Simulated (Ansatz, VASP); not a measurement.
Ru: VASP beside Ansatz

The input INCAR:

```
PREC     = Accurate       # precision mode
ENCUT    = 520            # plane-wave cutoff, eV
EDIFF    = 1E-6           # SCF threshold, eV
ISMEAR   = -1             # smearing method
SIGMA    = 0.08           # smearing width, eV
LREAL    = F              # projectors in reciprocal space
LASPH    = T              # aspherical terms in the spheres
NELM     = 80             # most SCF steps
ALGO     = Normal         # electronic algorithm
ISIF     = 2              # what is computed and relaxed
LWAVE    = F              # write WAVECAR
LCHARG   = F              # write CHGCAR
GGA      = PE             # functional
NBANDS   = 21             # bands
```

File KPOINTS:

```
Automatic mesh
0
Gamma
  14 14 8
```

Contents of POSCAR:

```
Ru
1.0
    1.3603692281     -2.3562286201      0.0000000000
    1.3603692281      2.3562286201      0.0000000000
    0.0000000000      0.0000000000      4.2960587738
Ru
2
Direct
    0.6666666670      0.3333333330      0.2500000000
    0.3333333330      0.6666666670      0.7500000000
```

Input for Ansatz:

```yaml
crystal:
  lattice:
    - [1.3603692281, -2.3562286201, 0.0]
    - [1.3603692281, 2.3562286201, 0.0]
    - [0.0, 0.0, 4.2960587738]
  atoms:
    - { symbol: Ru, position: [0.666666667, 0.333333333, 0.25] }
    - { symbol: Ru, position: [0.333333333, 0.666666667, 0.75] }
kpoints:
  mp_grid: { grid: [14, 14, 8] }
scf:
  occupations: { method: fermi_dirac, width: 0.08 }
hamiltonian:
  xc: pbe
  pseudopotentials: { kind: all_electron, lapw: { basis_error: 0.001 } }
output:
  forces: true
  stress: true
  eigenvalues: true
```

Alike in both runs: task single point; functional PBE; k mesh 14 × 14 × 8; occupations fermi-dirac, width 0.08 eV; no spin polarisation.

|  | VASP | Ansatz |
| --- | --- | --- |
| version | VASP 6.6.1 | Ansatz 0.2.0 |
| potentials or method | VASP PAW PBE potentials, release 64 (Ru_pv), cutoff 520 eV | all-electron LAPW, scalar-relativistic |

|  | VASP | Ansatz | Ansatz less VASP |
| --- | --- | --- | --- |
| pressure (GPa) | 0.0 | 0.0 | +0.04 |
| traceless stress, the component that is largest in VASP (GPa) | -0.35 | -0.38 | -0.030 |

Ansatz ran all-electron here, and VASP with PAW potentials.
